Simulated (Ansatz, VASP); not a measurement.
# Ta2N: VASP beside Ansatz

```
CELL_PARAMETERS angstrom
3.17867 0.00000 0.00000
-1.58933 2.75281 0.00000
0.00000 0.00000 4.63780
ATOMIC_POSITIONS crystal
Ta 0.66667 0.33333 0.74491
Ta 0.33333 0.66667 0.25509
N 0.00000 0.00000 0.00000
```

Change from the starting cell: strain +0.025 along x and y, -0.050 along z, atoms carried along.

Alike in both runs: task single point; functional PBE; k mesh 18 × 18 × 10; occupations gaussian, width 0.15 eV; no spin polarisation.

```csv
,VASP,Ansatz
version,VASP 6.6.1,Ansatz 0.2.0
potentials or method,"VASP PAW PBE potentials, release 64 (Ta_pv, N), cutoff 520 eV","scalar-relativistic, plane waves, PAW"
valence electrons in the cell,27,31
```

|  | VASP | Ansatz | Ansatz less VASP |
| --- | --- | --- | --- |
| gap on the k mesh at the Fermi level (eV) | none | none | - |
| pressure (GPa) | 1.8 | 1.3 | -0.44 |
| traceless stress, the component that is largest in VASP (GPa) | 11.51 | 11.59 | +0.080 |
| rms of the force components (eV/Å) | 0.255 | 0.278 | +0.0233 |

Atom by atom the forces differ by 0.023 eV/Å (rms over components). A gap of «none» marks a metal or a gap that the smearing closes. VASP's potentials hold 27 valence electrons a cell and Ansatz's 31, so a difference there can come from the potentials and not from the codes.

Neither program's run includes spin-orbit coupling.
